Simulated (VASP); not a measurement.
# CuO (Cc) in VASP: settings compared

The runs below take CuO through vibrations by perturbation theory, single point, with PBEsol, PBE.

Everything below comes from runs of VASP 6.6.1. Logs are shortened: lines on timing, memory, paths and dates and some standing lists are left out, and cuts for length are marked.

### Step 1. The cell of the first run

Symmetry: Cc, No. 9, monoclinic system. The conventional cell has a = 4.689 Å, b = 3.427 Å, c = 5.132 Å, α = 90.00°, β = 99.65°, γ = 90.00°. Cu (site symmetry 1) has 4 O at 1.91 to 2.02 Å within 2.5 Å. O (site symmetry 1) has 4 Cu at 1.91 to 2.02 Å within 2.5 Å.

### Step 2. Vibrations by perturbation theory, PBEsol

Input file INCAR:

```
SYSTEM = CuO
ALGO = Normal ; EDIFF = 1E-8
ENCUT = 520 ; GGA = PS
IBRION = 8 ; ISIF = 2
ISMEAR = -1 ; LASPH = .TRUE.
LCHARG = .FALSE. ; LREAL = .FALSE.
LWAVE = .FALSE. ; NBANDS = 25
NELM = 100 ; NSW = 1
PREC = Accurate ; SIGMA = 0.05
```

Input file KPOINTS:

```
k-points
0
G
  8 8 5
  0 0 0
```

Input file POSCAR:

```
CuO
1.0
    2.3446500000     -1.7134000000      0.0000000000
    2.3446500000      1.7134000000      0.0000000000
   -0.8605543552      0.0000000000      5.0594363927
Cu O
2 2
Direct
    0.4968000000      0.0032000000      0.5000000000
    0.0032000000      0.4968000000      0.0000000000
    0.4056000000      0.5714000000      0.7537000000
    0.5714000000      0.4056000000      0.2537000000
```

Potentials or basis: VASP PAW PBE potentials, release 64 (Cu, O).

Launch:

```
> cat potpaw_PBE.64/Cu/POTCAR potpaw_PBE.64/O/POTCAR > POTCAR
> mpirun -np 1 vasp_std > vasp.out
```

OUTCAR:

```text
SYSTEM = CuO
   EDIFF = 1E-8
   ENCUT = 520
   GGA = PS
   IBRION = 8
   ISIF = 2
   ISMEAR = -1
   LASPH = .TRUE.
   LREAL = .FALSE.
   NELM = 100
   NSW = 1
   PREC = Accurate

 ion  position               nearest neighbor table
   1  0.497  0.003  0.500-   4 1.91   3 1.93   4 1.98   3 2.02
   2  0.003  0.497  0.000-   3 1.91   4 1.93   3 1.98   4 2.02
   3  0.406  0.571  0.754-   2 1.91   1 1.93   2 1.98   1 2.02
   4  0.571  0.406  0.254-   1 1.91   2 1.93   1 1.98   2 2.02

  LATTYP: Found a base centered monoclinic cell.
 ALAT       =     4.6893000000
 B/A-ratio  =     0.7307700510
 C/A-ratio  =     1.0944277397
 COS(beta)  =    -0.1676807457

  Lattice vectors:

 A1 = (   2.3446500000,  -1.7134000000,   0.0000000000)
 A2 = (   2.3446500000,   1.7134000000,   0.0000000000)
 A3 = (  -0.8605543552,   0.0000000000,   5.0594363927)

Analysis of symmetry for initial positions (statically):
=====================================================================
 Subroutine PRICEL returns:
 Original cell was already a primitive cell.

 Routine SETGRP: Setting up the symmetry group for a
 base centered monoclinic supercell.

 Subroutine GETGRP returns: Found  2 space group operations
 (whereof  1 operations were pure point group operations)
 out of a pool of  4 trial point group operations.

The static configuration has the point symmetry C_1 .
 The point group associated with its full space group is C_1h.

Analysis of symmetry for dynamics (positions and initial velocities):
=====================================================================
 Subroutine PRICEL returns:
 Original cell was already a primitive cell.

[... 876 lines left out ...]

[... ionic steps 2 to 9 ...]

--------------------------------------- Ionic step       10  -------------------------------------------

------------------------ aborting loop because EDIFF is reached ----------------------------------------

--------------------------------------- Ionic step       11  -------------------------------------------

------------------------ aborting loop because EDIFF is reached ----------------------------------------

--------------------------------------- Ionic step       12  -------------------------------------------

 Free energy of the ion-electron system (eV)
  ---------------------------------------------------
  ---------------------------------------------------
  free energy    TOTEN  =        -0.37731232 eV

  energy without entropy =       -0.37731305

------------------------ aborting loop because EDIFF is reached ----------------------------------------

 INTERNAL STRAIN TENSOR  FOR ION    3  DIRECTION 3   (eV/Angst):
 -----------------------------------------------------------------------------
     2.18469 -2.75510 -2.46020
    -2.59574 -0.23438 -4.30874
    -2.51407 -4.51419  0.88860

 INTERNAL STRAIN TENSOR FOR ION    4 for displacements in x,y,z  (eV/Angst):
          X           Y           Z          XY          YZ          ZX
  --------------------------------------------------------------------------------
  x    -1.92912    -1.15958    -3.26441     1.04169     3.73258     1.92362
  y     0.24682     4.45804     4.55753    -0.31220    -0.59094     4.69977
  z     2.18469    -0.23438     0.88860     2.59574     4.51419    -2.46020

 SECOND DERIVATIVES (NOT SYMMETRIZED)
 ------------------------------------
               1X          1Y          1Z          2X          2Y          2Z          3X          3Y          3Z          4X          4Y          4Z
  1X    -9.882075   -4.828694    1.403479    0.267655    0.160428   -0.121999    3.940017    2.142906    0.823725    5.674402    2.525360   -2.105205
  1Y    -4.826454   -7.456462   -1.729071   -0.159106    0.703229   -0.213672    2.283651    3.487245    1.853134    2.701909    3.265988    0.089609
  1Z     1.404820   -1.729003  -15.012632   -0.122470    0.214390    4.343502    0.564601    1.563877    4.790925   -1.846950   -0.049263    5.878204
  2X     0.267655   -0.160428   -0.121999   -9.882075    4.828694    1.403479    5.674402   -2.525360   -2.105205    3.940017   -2.142906    0.823725
  2Y     0.159106    0.703229    0.213672    4.826454   -7.456462    1.729071   -2.701909    3.265988   -0.089609   -2.283651    3.487245   -1.853134
  2Z    -0.122470   -0.214390    4.343502    1.404820    1.729003  -15.012632   -1.846950    0.049263    5.878204    0.564601   -1.563877    4.790925
  3X     3.931133    2.285150    0.570843    5.666561   -2.703703   -1.848459   -7.700091    0.399390    1.375849   -1.897603    0.019163   -0.098233
  3Y     2.145171    3.474776    1.570880   -2.527237    3.254797    0.048970    0.398147   -5.753667   -1.690572   -0.016080   -0.975906    0.070722
  3Z     0.810042    1.854701    4.802209   -2.103392   -0.090698    5.894753    1.395501   -1.693782  -12.059431   -0.102150   -0.070221    1.362468
  4X     5.666561    2.703703   -1.848459    3.931133   -2.285150    0.570843   -1.897603   -0.019163   -0.098233   -7.700091   -0.399390    1.375849
  4Y     2.527237    3.254797   -0.048970   -2.145171    3.474776   -1.570880    0.016080   -0.975906   -0.070722   -0.398147   -5.753667    1.690572
  4Z    -2.103392    0.090698    5.894753    0.810042   -1.854701    4.802209   -0.102150    0.070221    1.362468    1.395501    1.693782  -12.059431

 Eigenvectors and eigenvalues of the dynamical matrix
 ----------------------------------------------------

   1 f  =   15.080245 THz    94.751976 2PiTHz  503.022840 cm-1    62.366855 meV
             X         Y         Z           dx          dy          dz
      0.742048 -0.845734  2.529718     0.139431    0.114093   -0.034350
      1.172325  0.845734  0.000000    -0.139431    0.114093    0.034350
      1.642123  0.284082  3.813297     0.134010   -0.227092   -0.629946
      2.072400 -0.284082  1.283579    -0.134010   -0.227092    0.629946
[... 71 lines left out ...]
  12 f/i=    0.011633 THz     0.073095 2PiTHz    0.388050 cm-1     0.048112 meV
             X         Y         Z           dx          dy          dz
      0.742048 -0.845734  2.529718    -0.001158   -0.631607   -0.000316
      1.172325  0.845734  0.000000     0.001158   -0.631607    0.000316
      1.642123  0.284082  3.813297     0.000149   -0.317918    0.000006
      2.072400 -0.284082  1.283579    -0.000149   -0.317918   -0.000006

--------------------------------------------------------------------------------------------------------

 ELASTIC MODULI CONTR FROM IONIC RELAXATION (kBar)
 Direction    XX          YY          ZZ          XY          YZ          ZX
 --------------------------------------------------------------------------------
 XX         -89.4092    -57.3973   -123.7964     -0.0000      0.0000     20.9516
 YY         -57.3973   -357.2718   -396.5394     -0.0000     -0.0000   -320.8028
 ZZ        -123.7964   -396.5394   -492.1144     -0.0000     -0.0000   -293.4681
 XY          -0.0000     -0.0000     -0.0000    -92.7405   -139.7110     -0.0000
 YZ           0.0000     -0.0000     -0.0000   -139.7110   -372.6725     -0.0000
 ZX          20.9516   -320.8028   -293.4681     -0.0000     -0.0000   -388.7925
 --------------------------------------------------------------------------------
```

Wall time 37 min (1 thread of Intel Xeon 8259CL, shared host); peak memory 0.45 GiB.

Results:

```yaml
Highest_phonon_frequency_at_Γ_LO-TO_splitting_left_out: 503 cm⁻¹
```

Phonon frequencies in cm⁻¹ (negative: imaginary):
```tsv
q point	frequencies
(0.000, 0.000, 0.000)	0 0 0 139 153 257 274 329 382 450 501 503
```

Caveat: the cell stands under pressure or tension, which shifts response properties.

### Step 3. Single point, PBE

POSCAR is that of step 2.

Input file INCAR.step1:

```
PREC = Accurate
ENCUT = 1000
EDIFF = 1E-6
ISMEAR = -1
SIGMA = 0.05
LREAL = F
LASPH = T
NELM = 120
ALGO = Normal
ISIF = 2
LWAVE = F
LCHARG = T
LMAXMIX = 4
GGA = PE
NBANDS = 33
GGA_COMPAT = F
NEDOS = 2001
LORBIT = 11
```

Input file KPOINTS.step1:

```
Automatic mesh
0
Gamma
  10 10 5
```

Input file INCAR.step2:

```
PREC = Accurate
ENCUT = 1000
EDIFF = 1E-6
ISMEAR = -5
SIGMA = 0.05
LREAL = F
LASPH = T
NELM = 120
ALGO = Normal
ISIF = 2
LWAVE = F
LCHARG = F
LMAXMIX = 4
GGA = PE
LORBIT = 11
NBANDS = 33
NEDOS = 2001
ICHARG = 11
GGA_COMPAT = F
```

Input file KPOINTS.step2:

```
Automatic mesh
0
Gamma
  15 15 8
```

Potentials or basis: VASP PAW PBE potentials, release 64 (Cu_sv_GW, O_h).

Launch:

```
> cat potpaw_PBE.64/Cu_sv_GW/POTCAR potpaw_PBE.64/O_h/POTCAR > POTCAR
> cp INCAR.step1 INCAR
> cp KPOINTS.step1 KPOINTS
> mpirun -np 1 vasp_std > vasp.out
> cp INCAR.step2 INCAR
> cp KPOINTS.step2 KPOINTS
> mpirun -np 1 vasp_std > vasp.out
```

Wall time 17 min (1 thread of AMD EPYC 9R45 (Zen 5), shared host); peak memory 1.5 GiB.

It converged, with:

- Valence electrons inside the program's atomic spheres: Cu 17.48; O 3.33

Levels at points of the mesh, in eV from the Fermi level:
| k point | band 22 | band 23 | band 24 | band 25 | band 26 | band 27 | band 28 | band 29 |
| --- | --- | --- | --- | --- | --- | --- | --- | --- |
| (0.00, 0.00, 0.00) | -2.21 | -2.13 | -1.65 | 0.21 | 0.92 | 1.67 | 5.99 | 8.10 |
| (0.00, 0.00, 0.50) | -2.23 | -1.48 | -1.48 | 0.25 | 0.25 | 3.88 | 3.88 | 11.63 |

Caveat: semilocal functionals often make such compounds metallic where correlation or magnetic order opens a gap, which also shifts bond lengths.
